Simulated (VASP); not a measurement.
Input of a VASP 6.6.1 run:

INCAR

```
PREC = Accurate
ENCUT = 600
EDIFF = 1E-7
ISMEAR = -1
SIGMA = 0.05
LREAL = F
LASPH = T
NELM = 80
ALGO = Normal
ISIF = 3
LWAVE = F
LCHARG = F
GGA = PS
IBRION = 2
NSW = 60
EDIFFG = -0.005
```

File KPOINTS:

```
regular mesh
0
Gamma
  15 15 8
```

File POSCAR:

```
Ti
1.0
    2.9313902092      0.0000000000      0.0000000000
   -1.4656951046      2.5386583896      0.0000000000
    0.0000000000      0.0000000000      4.7488521389
Ti
2
Direct
    0.3333333333      0.6666666667      0.2500000000
    0.6666666667      0.3333333333      0.7500000000
```

Potentials or basis: VASP PAW PBE potentials, release 64 (Ti_sv).

Run with:

```sh
$ cat potpaw_PBE.64/Ti_sv/POTCAR > POTCAR
$ mpirun -np 1 vasp_std > vasp.out
```

Predict the band gap on the k mesh.

zero (bands 12 and 13 overlap by 1.03 eV).

Predict the relaxed volume.

16.69 Å³/atom.

Estimate the relaxed cell.

a = 2.900 Å, b = 2.900 Å, c = 4.584 Å, α = 90.00°, β = 90.00°, γ = 120.00°.

Estimate the space group after relaxing (to 0.1 Å).

P6_3/mmc (No. 194).

Step by step:
```tsv
step	energy change (eV)	largest force (eV/Å)	pressure (GPa)	volume (Å³)
1	0.0000	0.0000	-6.14	35.34
2	-0.0208	0.0000	5.35	31.99
3	-0.0420	0.0000	0.14	33.33
4	-0.0434	0.0000	0.05	33.35
5	-0.0439	0.0000	-0.03	33.38
```

Caveat: the PAW data sets were made with another functional, which shifts forces and pressure a little.
